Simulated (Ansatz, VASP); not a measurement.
**CaAl2Ge2: VASP beside Ansatz**

```
CELL_PARAMETERS angstrom
4.14081 0.00000 0.00000
-2.07040 3.58605 0.00000
0.00000 0.00000 7.11639
ATOMIC_POSITIONS crystal
Ca 0.00000 0.00000 0.00000
Al 0.33333 0.66667 0.62930
Al 0.66667 0.33333 0.37070
Ge 0.33333 0.66667 0.26217
Ge 0.66667 0.33333 0.73783
```

Alike in both runs: task single point; functional LDA; k mesh 6 × 6 × 4; occupations fermi-dirac, width 0.1 eV; no spin polarisation.

|  | VASP | Ansatz |
| --- | --- | --- |
| version | VASP 6.6.1 | Ansatz 0.2.0 |
| potentials or method | VASP PAW LDA potentials, release 64 (Ca_sv, Al, Ge_d), cutoff 520 eV | plane waves, PAW |
| valence electrons in the cell | 44 | 44 |

VASP gave:

| Item | Value |
| --- | --- |
| pressure (GPa) | -1.5 |
| traceless stress, the component that is largest in VASP (GPa) | -0.95 |

Q: Which values does Ansatz return?

A: Pressure (GPa): -1.6; traceless stress, the component that is largest in VASP (GPa): -0.94.

LDA's correlation is that of Perdew and Zunger in VASP and of Perdew and Wang (1992) in Ansatz. Ansatz's warnings: structure snapped to symmetry.
